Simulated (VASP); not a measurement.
A run of VASP 6.6.1 is set up as follows.

File INCAR:

```
SYSTEM = Ru
PREC = Accurate
ENCUT = 560
EDIFF = 1E-6
ISMEAR = -1
SIGMA = 0.15
LREAL = .FALSE.
LASPH = .TRUE.
NELM = 120
ALGO = Normal
ISIF = 2
LWAVE = .FALSE.
LCHARG = .TRUE.
LELF = .TRUE.
LVHAR = .TRUE.
NBANDS = 23
GGA_COMPAT = .FALSE.
```

The input KPOINTS:

```
regular mesh
0
G
  15 15 8
  0 0 0
```

The input POSCAR:

```
Ru
1.0
    2.6759343850      0.0000000000      0.0000000000
   -1.3379671925      2.3174271563      0.0000000000
    0.0000000000      0.0000000000      4.2262149603
Ru
2
Direct
    0.3333333333      0.6666666667      0.2500000000
    0.6666666667      0.3333333333      0.7500000000
```

Potentials or basis: VASP PAW LDA potentials, release 64 (Ru_sv).

The run is started by

```sh
$ cat potpaw_LDA.64/Ru_sv/POTCAR > POTCAR
$ mpirun -np 1 vasp_std > vasp.out
```

Task: What does it give for the pressure?

Result: 0.5 GPa.

Task: What does it give for the band gap on the k mesh?

Result: Zero (bands 16 and 17 overlap by 3.28 eV).
